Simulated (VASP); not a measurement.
Runs of VASP 6.6.1 on RbGe2. The structure is that of space group R-3m (No. 166), or close to it. The cells are those of the table. 

| task | cell | k mesh | cutoff (eV) | gap on the mesh (eV) | pressure (GPa) | relaxed volume (Å³/atom) | largest force (eV/Å) |
| --- | --- | --- | --- | --- | --- | --- | --- |
| single point | a = 4.608 Å, angles 77.9°, 3 atoms | 12 × 12 × 12 | 520 | none | 0.0 | - | 0.01 |
| relaxation of cell and atoms | relaxed from a = 4.594 Å, angles 77.5°, 3 atoms | 12 × 12 × 12 | 600 | none | 0.0 | 30.82 | 0.01 |
| relaxation of cell and atoms | relaxed from a = 6.616 Å, angles 55.4°, 3 atoms | 3 × 3 × 3 | 600 | none | 0.1 | 30.40 | 0.01 |
| single point | a = 6.616 Å, angles 55.4°, 3 atoms | 3 × 3 × 3 | 520 | none | -2.5 | - | (a) |
| single point | a = 4.606 Å, angles 77.1°, 3 atoms | 3 × 3 × 3 | 520 | none | 0.1 | - | 0.01 |

Alike in all rows: level PBE; potentials or basis VASP PAW PBE potentials, release 64 (Rb_sv, Ge_d); no spin polarisation; smearing gaussian 0.1 eV.

Question: Estimate the missing entries.

Answer: (a) 0.57.

Caveats: some runs use coarse meshes; the volume moved by over 15 % at a fixed basis, so the end points are rough (some runs).

A k mesh can miss the band edges, and the runs leave out spin-orbit coupling on Ge, Rb.

A gap of «none» marks levels without a gap at the run's occupations.
